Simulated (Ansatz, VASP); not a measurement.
**Two plane-wave programs on CdHgS2**

File INCAR:

```
SYSTEM = CdHgS2
  PREC = Accurate
  ENCUT = 520
  EDIFF = 1E-7
  ISMEAR = 0
  SIGMA = 0.01
  LREAL = .FALSE.
  LASPH = .TRUE.
  NELM = 100
  ALGO = Normal
  ISIF = 2
  LWAVE = .FALSE.
  LCHARG = .FALSE.
  GGA = PE
  NBANDS = 26
```

The input KPOINTS:

```
Automatic mesh
0
G
  6 6 4
  0 0 0
```

The input POSCAR:

```
CdHgS2
1.0
    4.3013258209      0.0000000000      0.0000000000
    0.0000000000      4.3013258209      0.0000000000
    0.0000000000      0.0000000000      6.0583138117
Cd S Hg
1 2 1
Direct
    0.0000000000      0.0000000000      0.0000000000
    0.0000000000      0.5000000000      0.2462934548
    0.5000000000      0.0000000000      0.7537065452
    0.5000000000      0.5000000000      0.5000000000
```

Input for Ansatz:

```yaml
crystal:
  lattice:
    - [4.3013258209, 0.0, 0.0]
    - [0.0, 4.3013258209, 0.0]
    - [0.0, 0.0, 6.0583138117]
  atoms:
    - { symbol: Cd, position: [0.0, 0.0, 0.0] }
    - { symbol: S, position: [0.0, 0.5, 0.2462934548] }
    - { symbol: Hg, position: [0.5, 0.5, 0.5] }
    - { symbol: S, position: [0.5, 0.0, 0.7537065452] }
kpoints:
  mp_grid: { grid: [6, 6, 4] }
hamiltonian:
  xc: pbe
scf:
  occupations: { method: fixed }
  n_extra_bands: 5
output:
  forces: true
  stress: true
  eigenvalues: true
```

Alike in both runs: task single point; functional PBE; k mesh 6 × 6 × 4; no spin polarisation.

```csv
,VASP,Ansatz
version,VASP 6.6.1,Ansatz 0.2.0
potentials or method,"VASP PAW PBE potentials, release 64 (Cd, S, Hg)","plane waves, PAW"
plane-wave cutoff (eV),520,420
occupations,"gaussian, width 0.01 eV",fixed
valence electrons in the cell,36,52
```

Ansatz gave:

```
gap on the k mesh at the Fermi level (eV) : 0.12
pressure (GPa)                            : -2.6
```

Problem. Which values does VASP return?

Solution. gap on the k mesh at the Fermi level (eV): 0.12; pressure (GPa): -2.4.

VASP's potentials hold 36 valence electrons a cell and Ansatz's 52, so a difference there can come from the potentials and not from the codes.

Spin-orbit coupling is off throughout.
